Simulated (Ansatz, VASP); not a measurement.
WSe2 in VASP and in Ansatz

```xyz
6
Lattice="3.2499 0.0000 0.0000 -1.6250 2.8145 0.0000 0.0000 0.0000 12.8205" Properties=species:S:1:pos:R:3 pbc="T T T"
W     0.0000    1.8763    3.2051
W     1.6250    0.9382    9.6154
Se    0.0000    1.8763    7.9486
Se    1.6250    0.9382    1.5384
Se    0.0000    1.8763   11.2821
Se    1.6250    0.9382    4.8719
```

Alike in both runs: functional LDA; k mesh 9 × 9 × 2; occupations gaussian, width 0.02 eV; no spin polarisation.

Ansatz relaxed the structure, and its values are those at the end. VASP's run is a single point on that final structure, the one shown.

|  | VASP | Ansatz |
| --- | --- | --- |
| version | VASP 6.6.1 | Ansatz 0.2.0 |
| potentials or method | VASP PAW LDA potentials, release 64 (W_sv, Se), cutoff 520 eV | scalar-relativistic, plane waves, PAW |
| valence electrons in the cell | 52 | 92 |

|  | VASP | Ansatz | Ansatz less VASP |
| --- | --- | --- | --- |
| gap on the k mesh at the Fermi level (eV) | 0.98 | 0.99 | +0.011 |
| least direct gap on the mesh (eV) | 1.62 | 1.61 | -0.004 |
| pressure (GPa) | 0.8 | 0.0 | -0.78 |
| rms of the force components (eV/Å) | 0.048 | 0.000 | -0.0483 |

LDA's correlation is that of Perdew and Zunger in VASP and of Perdew and Wang (1992) in Ansatz. VASP's potentials hold 52 valence electrons a cell and Ansatz's 92, so a difference there can come from the potentials and not from the codes.

Neither program's run includes spin-orbit coupling.
